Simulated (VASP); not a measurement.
A run of VASP 6.6.1:

The input POSCAR:

```
Te2Mo
1.0
    6.3414183621      0.0000000000      0.0004916196
    0.0000000000      3.4606816971      0.0000000000
   -0.0826734540      0.0000000000     36.1767276270
Te Mo
4 2
Direct
    0.4298677971      0.7500000000      0.5408199861
    0.5701322029      0.2500000000      0.4591800139
    0.9201953606      0.2500000000      0.5565996642
    0.0798046394      0.7500000000      0.4434003358
    0.1814529010      0.2500000000      0.4975557917
    0.8185470990      0.7500000000      0.5024442083
```

File INCAR.step1:

```
SYSTEM = Te2Mo
PREC = Accurate
ENCUT = 520
ISMEAR = -1
SIGMA = 0.05
LREAL = .FALSE.
LASPH = .TRUE.
NELM = 80
NBANDS = 35
GGA = PE
ALGO = Normal
EDIFF = 1E-4
LWAVE = .TRUE.
LCHARG = .FALSE.
```

The input INCAR.step2:

```
SYSTEM = Te2Mo
PREC = Accurate
ENCUT = 520
EDIFF = 1E-6
ISMEAR = -1
SIGMA = 0.05
LREAL = .FALSE.
LASPH = .TRUE.
NELM = 80
ALGO = Normal
ISIF = 2
LWAVE = .FALSE.
LCHARG = .TRUE.
METAGGA = R2SCAN
LMIXTAU = .TRUE.
IVDW = 13
VDW_S6 = 1.0
VDW_S8 = 0.6018749
VDW_A1 = 0.51559235
VDW_A2 = 5.77342911
LELF = .TRUE.
LVHAR = .TRUE.
NBANDS = 35
ISTART = 1
```

KPOINTS

```
regular mesh
0
G
  4 8 1
  0 0 0
```

Potentials or basis: VASP PAW PBE potentials, release 64 (Te, Mo_sv).

Command:

```sh
$ cat potpaw_PBE.64/Te/POTCAR potpaw_PBE.64/Mo_sv/POTCAR > POTCAR
$ cp INCAR.step1 INCAR
$ mpirun -np 1 vasp_std > vasp.out
$ cp INCAR.step2 INCAR
$ mpirun -np 1 vasp_std > vasp.out
```

Hardware: 1 thread of Intel(R) Xeon(R) Platinum 8124M CPU @ 3.00GHz (Skylake/Cascade Lake) (shared host).

Q: Estimate the wall time of this run.

A: It took 56 min on 1 thread of Intel(R) Xeon(R) Platinum 8124M CPU @ 3.00GHz (Skylake/Cascade Lake), with other jobs on the host, peak memory 1.1 GiB. Counts: k points 15.
